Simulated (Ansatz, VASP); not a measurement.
Ga: VASP beside Ansatz

INCAR

```
  PREC = Accurate
  ENCUT = 520
  EDIFF = 1E-6
  ISMEAR = -1
  SIGMA = 0.05
  LREAL = F
  LASPH = T
  NELM = 80
  ALGO = Normal
  ISIF = 2
  LWAVE = F
  LCHARG = F
  GGA = PS
  NBANDS = 20
```

KPOINTS

```
regular mesh
0
Gamma
  10 10 8
```

Contents of POSCAR:

```
Ga
1.0
    1.4690811355     -4.1184929765      0.0000000000
    1.4690811355      4.1184929765      0.0000000000
    0.0000000000      0.0000000000      3.2117153101
Ga
2
Direct
    0.1330000000      0.8670000000      0.7500000000
    0.8670000000      0.1330000000      0.2500000000
```

input.yaml

```yaml
crystal:
  lattice:
    - [1.4690811355, -4.1184929765, 0.0]
    - [1.4690811355, 4.1184929765, 0.0]
    - [0.0, 0.0, 3.2117153101]
  atoms:
    - { symbol: Ga, position: [0.133, 0.867, 0.75] }
    - { symbol: Ga, position: [0.867, 0.133, 0.25] }
hamiltonian:
  xc: pbesol
  pseudopotentials: { kind: paw }
kpoints:
  mp_grid: { grid: [10, 10, 8] }
scf:
  occupations: { method: fermi_dirac, width: 0.05 }
output:
  forces: true
  stress: true
  eigenvalues: true
  write_density: true
  write_potential: true
  elf: true
  volumetric_format: npy
```

Alike in both runs: task single point; functional PBEsol; k mesh 10 × 10 × 8; occupations fermi-dirac, width 0.05 eV; no spin polarisation.

```csv
,VASP,Ansatz
version,VASP 6.6.1,Ansatz 0.2.0
potentials or method,"VASP PAW PBE potentials, release 64 (Ga_d)",Ansatz PAW
plane-wave cutoff (eV),520,420
valence electrons in the cell,26,26
```

|  | VASP | Ansatz | Ansatz less VASP |
| --- | --- | --- | --- |
| gap on the k mesh at the Fermi level (eV) | none | none | - |
| pressure (GPa) | -3.9 | -3.9 | +0.03 |
| traceless stress, the component that is largest in VASP (GPa) | -1.11 | -1.12 | -0.004 |
| rms of the force components (eV/Å) | 0.113 | 0.113 | +0.0002 |

VASP's potentials were made for PBE, not for PBEsol. Atom by atom the forces differ by 0.000 eV/Å (rms over components). A gap of «none» marks a metal or a gap that the smearing closes. The functional is the same, so the differences come from potentials, cutoffs and numerics.
